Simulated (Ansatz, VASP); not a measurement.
**Sn in VASP and in Ansatz**

```
CELL_PARAMETERS angstrom
-2.87079 2.90260 1.59065
2.90260 -2.87079 1.59065
2.92910 2.92910 -1.53233
ATOMIC_POSITIONS crystal
Sn 0.00000 0.00000 0.00000
Sn 0.75000 0.25000 0.50000
```

Change from the starting cell: equal xy, yz and zx shear strains of +2 %.

Alike in both runs: task single point; functional PBE; k mesh 15 × 15 × 15; occupations fermi-dirac, width 0.05 eV; no spin polarisation.

|  | VASP | Ansatz |
| --- | --- | --- |
| version | VASP 6.6.1 | Ansatz 0.2.0 |
| potentials or method | VASP PAW PBE potentials, release 64 (Sn_d), cutoff 520 eV | all-electron LAPW, scalar-relativistic |

```tsv
	VASP	Ansatz	Ansatz less VASP
pressure (GPa)	2.6	2.7	+0.06
traceless stress, the component that is largest in VASP (GPa)	-0.65	-0.65	+0.001
rms of the force components (eV/Å)	0.037	0.037	0.0000
```

Atom by atom the forces differ by 0.000 eV/Å (rms over components). Ansatz ran all-electron here, and VASP with PAW potentials.
